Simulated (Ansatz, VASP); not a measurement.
One calculation of NbRu3C, two programs

```xyz
5
Lattice="2.4234 1.3991 3.7344 -2.4234 1.3991 3.7344 0.0000 -2.7983 3.7344" Properties=species:S:1:pos:R:3 pbc="T T T"
Nb    0.0000    0.0000    5.6016
Ru    0.0000   -1.3991    1.8672
Ru    1.2117    0.6996    1.8672
Ru   -1.2117    0.6996    1.8672
C     0.0000    0.0000    0.0000
```

Alike in both runs: task relaxation of cell and atoms; functional PBE; k mesh 6 × 6 × 6; occupations gaussian, width 0.1 eV; no spin polarisation.

```csv
,VASP,Ansatz
version,VASP 6.6.1,Ansatz 0.2.0
potentials or method,"VASP PAW PBE potentials, release 64 (Nb_sv, Ru_pv, C), cutoff 600 eV","scalar-relativistic, plane waves, PAW"
valence electrons in the cell,59,65
```

```tsv
	VASP	Ansatz	Ansatz less VASP
gap on the k mesh at the Fermi level, each at its own relaxed structure (eV)	none	none	-
relaxed volume (Å³/atom)	13.27	13.28	+0.003
relaxed cell length with the largest relative difference (Å)	4.049	4.049	+0.0003
```

A gap of «none» marks a metal or a gap that the smearing closes. VASP's potentials hold 59 valence electrons a cell and Ansatz's 65, so a difference there can come from the potentials and not from the codes.
